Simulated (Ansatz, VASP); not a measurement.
MgBPS4: VASP beside Ansatz

```
Mg B P S
1.0
     0.00000    4.04049    4.04049
     4.04049    0.00000    4.04049
     4.04049    4.04049    0.00000
Mg B P S
1 1 1 4
Direct
  0.75000 0.75000 0.75000
  0.25000 0.25000 0.25000
  0.50000 0.50000 0.50000
  0.36738 0.89786 0.36738
  0.36738 0.36738 0.36738
  0.89786 0.36738 0.36738
  0.36738 0.36738 0.89786
```

Alike in both runs: task single point; functional PBE; k mesh 4 × 4 × 4; occupations gaussian, width 0.1 eV; no spin polarisation.

|  | VASP | Ansatz |
| --- | --- | --- |
| version | VASP 6.6.1 | Ansatz 0.2.0 |
| potentials or method | VASP PAW PBE potentials, release 64 (Mg, B, P, S), cutoff 520 eV | scalar-relativistic, plane waves, PAW |
| valence electrons in the cell | 34 | 42 |

|  | VASP | Ansatz | Ansatz less VASP |
| --- | --- | --- | --- |
| gap on the k mesh at the Fermi level (eV) | none | none | - |
| rms of the force components (eV/Å) | 1.201 | 1.153 | -0.0471 |

Atom by atom the forces differ by 0.047 eV/Å (rms over components). A gap of «none» marks a metal or a gap that the smearing closes. With one functional, cell and mesh, what is left measures potentials, basis and numerics. VASP's potentials hold 34 valence electrons a cell and Ansatz's 42, so a difference there can come from the potentials and not from the codes.
